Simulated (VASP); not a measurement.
Write the native input for VASP 6.6.1 that does the following.

| Item | Value |
| --- | --- |
| Task | single point |
| Functional | PBEsol |
| Potentials or basis | VASP PAW PBE potentials, release 64 (C) |
| Cutoff | 520 eV |
| k mesh | 14 × 3 × 1 |
| Occupations | gaussian, width 0.1 eV |
| Spin | no spin polarisation |
| Dipole correction | yes |
| Further INCAR settings | LREAL = Auto; ALGO = Normal; EDIFF = 1e-06; NBANDS = 66; ISYM = 0 |

The structure of C lies in POSCAR:

```
C
1.0
    2.4589175861      0.0000000000      0.0000000000
   -1.2294587931     11.1573276152      0.0000000000
    0.0000000000      0.0000000000     27.2724367396
C
24
Direct
    0.5828026457      0.1656052915      0.2750029296
    0.9232685969      0.8465371937      0.3094044241
    0.5868345591      0.1736691182      0.3269529247
    0.4253079261      0.8506158522      0.3353782025
    0.0888738884      0.1777477767      0.3529267032
    0.4293398395      0.8586796790      0.3873281976
    0.0929058017      0.1858116034      0.4048766983
    0.9313791687      0.8627583375      0.4133019761
    0.5949451310      0.1898902619      0.4308504767
    0.9354110821      0.8708221642      0.4652519712
    0.5989770443      0.1979540886      0.4828004719
    0.4374504113      0.8749008227      0.4912257497
    0.1010163736      0.2020327472      0.5087742503
    0.4414823247      0.8829646494      0.5431757448
    0.1050482869      0.2100965739      0.5607242455
    0.9435216540      0.8870433079      0.5691495233
    0.6070876162      0.2141752324      0.5866980239
    0.9475535673      0.8951071346      0.6210995184
    0.6111195295      0.2222390591      0.6386480191
    0.4495928966      0.8991857931      0.6470732968
    0.1131588588      0.2263177176      0.6646217975
    0.4536248099      0.9072496199      0.6990232920
    0.1171907722      0.2343815443      0.7165717926
    0.9556641392      0.9113282784      0.7249970704
```

One way to write it, as run:

INCAR

```
PREC = Accurate
ENCUT = 520
EDIFF = 1E-6
ISMEAR = 0
SIGMA = 0.1
LREAL = Auto
LASPH = True
NELM = 100
ALGO = Normal
ISIF = 2
LWAVE = False
LCHARG = False
LDIPOL = True
IDIPOL = 3
DIPOL = 0.5 0.5 0.506
GGA = PS
ISYM = 0
NBANDS = 66
```

KPOINTS

```
regular mesh
0
Gamma
  14 3 1
```

Potentials or basis: VASP PAW PBE potentials, release 64 (C).

The run is started by

```sh
$ cat potpaw_PBE.64/C/POTCAR > POTCAR
$ mpirun -np 1 vasp_std > vasp.out
```

It gave:

* Largest force: 2.860 eV/Å
* Band gap on the k mesh: zero (bands 48 and 49 overlap by 0.37 eV)

Caveat: the PAW data sets were made with another functional, which shifts forces and pressure a little.

Run time: 77 min on 1 thread of Intel(R) Xeon(R) Platinum 8488C (Sapphire Rapids), on a shared host, peak memory 1 GiB.
